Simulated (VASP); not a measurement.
# ZrH4 (Cmmm) in VASP: further runs, part 2 of 2

VASP 6.6.1.

## 3. Single point, PBE

INCAR reads:

```
SYSTEM = ZrH4
PREC     = Accurate       ! precision mode
ENCUT    = 520            ! plane-wave cutoff, eV
EDIFF    = 1E-6           ! SCF threshold, eV
ISMEAR   = 0              ! smearing method
SIGMA    = 0.1            ! smearing width, eV
LREAL    = .FALSE.        ! projectors in reciprocal space
LASPH    = .TRUE.         ! aspherical terms in the spheres
NELM     = 60             ! most SCF steps
ALGO     = Normal         ! electronic algorithm
ISIF     = 2              ! what is computed and relaxed
LWAVE    = .FALSE.        ! write WAVECAR
LCHARG   = .FALSE.        ! write CHGCAR
GGA      = PE             ! functional
NBANDS   = 16             ! bands
```

KPOINTS reads:

```
Automatic mesh
0
G
  12 12 10
  0 0 0
```

POSCAR reads:

```
ZrH4
1.0
    1.8644789945     -3.0283283316      0.0000000000
    1.8644789945      3.0283283316      0.0000000000
    0.0000000000      0.0000000000      3.5399484831
Zr H
1 4
Direct
    0.0000000000      0.0000000000      0.0000000000
    0.6610026634      0.3389973366      0.0000000000
    0.3389973366      0.6610026634      0.0000000000
    0.7534990023      0.7534990023      0.5000000000
    0.2465009977      0.2465009977      0.5000000000
```

Potentials or basis: VASP PAW PBE potentials, release 64 (Zr_sv, H).

On the command line:

```
> cat potpaw_PBE.64/Zr_sv/POTCAR potpaw_PBE.64/H/POTCAR > POTCAR
> mpirun -np 1 vasp_std > vasp.out
```

It took 2.4 min on 1 thread of Intel Xeon Platinum 8259CL at 2.50GHz (Skylake/Cascade Lake), shared host; peak memory 0.27 GiB.

Results (log left out):

```yaml
Free_energy: -22.5364 eV
Pressure: -0.1 GPa
Band_gap_on_the_k_mesh: zero (band 8 reaches 5.79 eV, above the bottom of band 9 at 3.43 eV)
```

Forces in eV/Å, atoms in the order of the input:
```
Zr   0.000  0.000  0.000
H    0.000 -0.002  0.000
H    0.000  0.002  0.000
H   -0.002  0.000  0.000
H    0.002  0.000  0.000
```

Levels at points of the mesh, in eV from the Fermi level:
```csv
k point,band 4,band 5,band 6,band 7,band 8,band 9,band 10,band 11,band 12,band 13
"(0.00, 0.00, 0.00)",-27.00,-9.06,-5.28,-0.13,0.17,0.42,1.80,2.68,3.21,6.76
"(0.50, 0.00, 0.00)",-26.97,-5.76,-5.51,-4.76,0.25,0.94,2.76,2.80,4.25,6.67
"(0.50, 0.50, 0.00)",-26.97,-7.20,-4.24,-4.09,0.78,1.33,2.24,3.25,4.15,6.35
"(0.00, 0.00, 0.50)",-26.99,-7.49,-5.17,-1.75,0.20,0.46,0.73,1.94,4.04,8.26
"(0.50, 0.00, 0.50)",-27.11,-4.96,-4.89,-3.93,-2.27,0.77,3.03,3.55,6.23,6.85
"(0.50, 0.50, 0.50)",-27.07,-5.38,-3.75,-3.32,-2.41,-1.57,3.38,3.47,6.78,7.69
```

## 4. Relaxation of cell and atoms, PBE

This run uses another cell than the first one, of 16.98 Å³/atom, 2.121 times its volume.

INCAR reads:

```
PREC     = Accurate       # precision mode
ENCUT    = 600            # plane-wave cutoff, eV
EDIFF    = 1E-7           # SCF threshold, eV
ISMEAR   = 0              # smearing method
SIGMA    = 0.1            # smearing width, eV
LREAL    = False          # projectors in reciprocal space
LASPH    = True           # aspherical terms in the spheres
NELM     = 80             # most SCF steps
ALGO     = Normal         # electronic algorithm
ISIF     = 3              # what is computed and relaxed
LWAVE    = False          # write WAVECAR
LCHARG   = False          # write CHGCAR
GGA      = PE             # functional
IBRION   = 2              # ionic algorithm
NSW      = 90             # ionic steps
EDIFFG   = -0.04          # ionic threshold
```

KPOINTS reads:

```
Automatic mesh
0
Gamma
  4 4 6
```

POSCAR reads:

```
ZrH4
1.0
    3.5875699800     -3.5875699800      0.0000000000
    3.5875699800      3.5875699800      0.0000000000
    0.0000000000      0.0000000000      3.2978335800
Zr H
1 4
Direct
    0.0000000000      0.0000000000      0.0000000000
    0.6950000000      0.3050000000      0.0000000000
    0.3050000000      0.6950000000      0.0000000000
    0.8050000000      0.8050000000      0.5000000000
    0.1950000000      0.1950000000      0.5000000000
```

On the command line:

```
> cat potpaw_PBE.64/Zr_sv/POTCAR potpaw_PBE.64/H/POTCAR > POTCAR
> mpirun -np 1 vasp_std > vasp.out
```

Run time: 17 min. Hardware: 1 thread of Intel Xeon Platinum 8259CL at 2.50GHz (Skylake/Cascade Lake), shared host; peak memory 0.25 GiB.

It converged, with:

| Quantity | Value |
| --- | --- |
| Free energy | -22.4605 eV |
| Relaxed volume | 7.99 Å³/atom |
| Relaxed cell | a = 3.549 Å, b = 3.549 Å, c = 3.517 Å, α = 90.00°, β = 90.00°, γ = 115.64° |
| Space group after relaxing (to 0.05 Å) | Cmmm (No. 65) |
| Energy gained by relaxing | 679.3 meV/atom |
| Ionic steps | 28 |
| Pressure after relaxing | 0.2 GPa |
| Largest force after relaxing | 0.010 eV/Å |
| Band gap on the k mesh | zero (band 8 reaches 5.56 eV, above the bottom of band 9 at 3.46 eV) |

Forces in eV/Å, atoms in the order of the input:
```
Zr   0.000  0.000  0.000
H    0.000 -0.005  0.000
H    0.000  0.005  0.000
H    0.010  0.000  0.000
H   -0.010  0.000  0.000
```

Stress tensor (GPa, compression positive):
```
 0.67  0.00  0.00
 0.00 -0.04  0.00
 0.00  0.00  0.10
```

The path:
```csv
step,energy change (eV),largest force (eV/Å),pressure (GPa),volume (Å³)
1,0.0000,1.1863,-8.54,84.89
2,-0.6419,0.5237,-3.42,74.23
3,-0.7209,0.3454,0.00,69.99
4,-0.8521,0.3136,-0.36,68.75
5,-1.2281,0.4669,-2.50,64.56
6,-2.1213,0.8342,-8.52,54.14
7,23.9872,64.7453,309.79,25.20
8,-2.4495,0.6529,-12.74,53.66
9,-2.8259,0.7150,-12.24,49.49
10,-2.3101,1.3216,14.25,38.22
11,-2.8985,0.6675,-11.69,48.22
12,-2.9872,0.5945,-10.16,46.68
13,-3.0965,0.1058,-2.66,42.15
14,-3.1089,0.3023,-5.55,43.51
15,-3.1100,0.2587,-4.86,43.17
16,-3.1421,0.2916,-4.74,43.04
17,-3.1932,0.3650,-4.14,42.73
18,-3.2644,0.4827,-1.75,42.00
19,-2.9134,0.8478,7.06,40.15
20,-3.2689,0.4926,-1.38,41.88
21,-3.3051,0.4310,-0.88,41.47
22,-3.3681,0.2557,0.71,40.23
23,-3.3732,0.1965,1.44,39.73
24,-3.3917,0.0938,-0.36,40.16
25,-3.3920,0.1128,-0.59,40.21
26,-3.3944,0.0764,-0.07,40.02
27,-3.3951,0.0368,0.51,39.81
28,-3.3963,0.0096,0.25,39.93
```

Final structure:
```
CELL_PARAMETERS angstrom
1.89023 -3.00389 0.00000
1.89023 3.00389 0.00000
0.00000 0.00000 3.51656
ATOMIC_POSITIONS crystal
Zr 0.00000 0.00000 0.00000
H 0.65835 0.34165 0.00000
H 0.34165 0.65835 0.00000
H 0.75686 0.75686 0.50000
H 0.24314 0.24314 0.50000
```

Levels at points of the mesh, in eV from the Fermi level:
| k point | band 6 | band 7 | band 8 | band 9 | band 10 | band 11 |
| --- | --- | --- | --- | --- | --- | --- |
| (0.00, 0.00, 0.00) | -5.29 | -0.26 | 0.06 | 0.49 | 1.58 | 2.66 |
| (0.50, 0.00, 0.00) | -5.66 | -4.79 | 0.28 | 0.98 | 2.62 | 2.82 |
| (0.50, 0.50, 0.00) | -4.34 | -4.05 | 0.52 | 1.39 | 2.19 | 3.27 |
| (0.00, 0.00, 0.50) | -5.14 | -1.94 | 0.10 | 0.36 | 0.81 | 1.94 |
| (0.50, 0.00, 0.50) | -4.86 | -4.12 | -2.34 | 0.75 | 2.89 | 3.62 |
| (0.50, 0.50, 0.50) | -3.66 | -3.26 | -2.64 | -1.58 | 3.40 | 3.54 |

Caveat: the volume moved by over 15 % at a fixed basis, so the end points are rough.

## 5. Single point, PBE, collinear spin, ferromagnetic start

INCAR reads:

```
SYSTEM = ZrH4
ALGO = Normal ; EDIFF = 1E-7
ENCUT = 520 ; GGA = PE
ISIF = 2 ; ISMEAR = 0
ISPIN = 2 ; LASPH = .TRUE.
LCHARG = .TRUE. ; LELF = .TRUE.
LMAXMIX = 4 ; LORBIT = 11
LREAL = .FALSE. ; LVHAR = .TRUE.
LWAVE = .FALSE. ; MAGMOM = 1 0 0 0 0
NBANDS = 20 ; NELM = 150
PREC = Accurate ; SIGMA = 0.1
```

KPOINTS reads:

```
k-points
0
G
  6 6 6
  0 0 0
```

POSCAR reads:

```
ZrH4
1.0
    1.8771636077     -3.0191778193      0.0000000000
    1.8771636077      3.0191778193      0.0000000000
    0.0000000000      0.0000000000      3.5293110387
Zr H
1 4
Direct
    0.0000000000      0.0000000000      0.0000000000
    0.6605525605      0.3394474395      0.0000000000
    0.3394474395      0.6605525605      0.0000000000
    0.7549914002      0.7549914002      0.5000000000
    0.2450085998      0.2450085998      0.5000000000
```

On the command line:

```
> cat potpaw_PBE.64/Zr_sv/POTCAR potpaw_PBE.64/H/POTCAR > POTCAR
> mpirun -np 1 vasp_std > vasp.out
```

Wall time 1.8 min (1 thread of Intel Xeon Platinum 8259CL at 2.50GHz (Skylake/Cascade Lake), shared host); peak memory 0.21 GiB.

The run converged. Its results:

```
Free energy                                           : -22.5319 eV
Pressure                                              : -0.2 GPa
Largest force                                         : 0.012 eV/Å
Band gap on the k mesh                                : zero (filled and empty bands overlap)
Net moment                                            : 0.00 μB per cell
Valence electrons inside the program's atomic spheres : Zr 9.72; H 0.56, 0.55
```

Forces on the atoms (eV/Å):
```
Zr   0.000  0.000  0.000
H    0.000  0.012  0.000
H    0.000 -0.012  0.000
H    0.006  0.000  0.000
H   -0.006  0.000  0.000
```

Stress tensor (GPa, compression positive):
```
-0.16  0.00  0.00
 0.00 -0.01  0.00
 0.00  0.00 -0.36
```

Levels at points of the mesh, in eV from the Fermi level:
Spin up:
```
           k point  band 6  band 7  band 8  band 9  band 10  band 11
(0.00, 0.00, 0.00)   -5.33   -0.24    0.07    0.40     1.65     2.61
(0.50, 0.00, 0.00)   -5.61   -4.83    0.22    0.91     2.66     2.73
(0.50, 0.50, 0.00)   -4.32   -4.13    0.61    1.30     2.16     3.20
(0.00, 0.00, 0.50)   -5.20   -1.89    0.10    0.37     0.71     1.88
(0.50, 0.00, 0.50)   -4.93   -4.04   -2.35    0.71     2.91     3.52
(0.50, 0.50, 0.50)   -3.75   -3.35   -2.56   -1.62     3.33     3.44
```
Spin down:
| k point | band 4 | band 5 | band 6 | band 7 | band 8 | band 9 | band 10 | band 11 | band 12 | band 13 |
| --- | --- | --- | --- | --- | --- | --- | --- | --- | --- | --- |
| (0.00, 0.00, 0.00) | -27.04 | -9.14 | -5.33 | -0.24 | 0.07 | 0.40 | 1.65 | 2.61 | 3.17 | 6.75 |
| (0.50, 0.00, 0.00) | -27.01 | -5.84 | -5.61 | -4.83 | 0.22 | 0.91 | 2.66 | 2.73 | 4.19 | 6.59 |
| (0.50, 0.50, 0.00) | -27.00 | -7.27 | -4.32 | -4.13 | 0.61 | 1.30 | 2.16 | 3.20 | 4.09 | 6.33 |
| (0.00, 0.00, 0.50) | -27.05 | -7.55 | -5.20 | -1.89 | 0.10 | 0.37 | 0.71 | 1.88 | 4.04 | 8.21 |
| (0.50, 0.00, 0.50) | -27.16 | -5.02 | -4.93 | -4.04 | -2.35 | 0.71 | 2.91 | 3.52 | 6.15 | 6.80 |
| (0.50, 0.50, 0.50) | -27.13 | -5.48 | -3.75 | -3.35 | -2.56 | -1.62 | 3.33 | 3.44 | 6.76 | 7.54 |

## 6. The runs side by side

```csv
task,spin,cell,k mesh,cutoff (eV),gap on the mesh (eV),pressure (GPa),relaxed volume (Å³/atom),largest force (eV/Å)
relaxation of cell and atoms,off,"relaxed from a = 3.550, b = 3.550, c = 3.516 Å, angles 90.0, 90.0, 115.4°, 5 atoms",6 × 6 × 6,600,none,0.0,7.99,0.04
single point,off,"a = 3.556, b = 3.556, c = 3.540 Å, angles 90.0, 90.0, 116.8°, 5 atoms",12 × 12 × 10,520,none,-0.1,-,-
relaxation of cell and atoms,off,"relaxed from a = 5.074, b = 5.074, c = 3.298 Å, 5 atoms",4 × 4 × 6,600,none,0.2,7.99,0.01
single point,"collinear, ferromagnetic start","a = 3.555, b = 3.555, c = 3.529 Å, angles 90.0, 90.0, 116.3°, 5 atoms",6 × 6 × 6,520,none,-0.2,-,0.01
```

Alike in all rows: level PBE; potentials or basis VASP PAW PBE potentials, release 64 (Zr_sv, H); smearing gaussian 0.1 eV.

Caveats: the volume moved by over 15 % at a fixed basis, so the end points are rough (some runs).

Absolute energies hang on the potentials; compare differences alone.
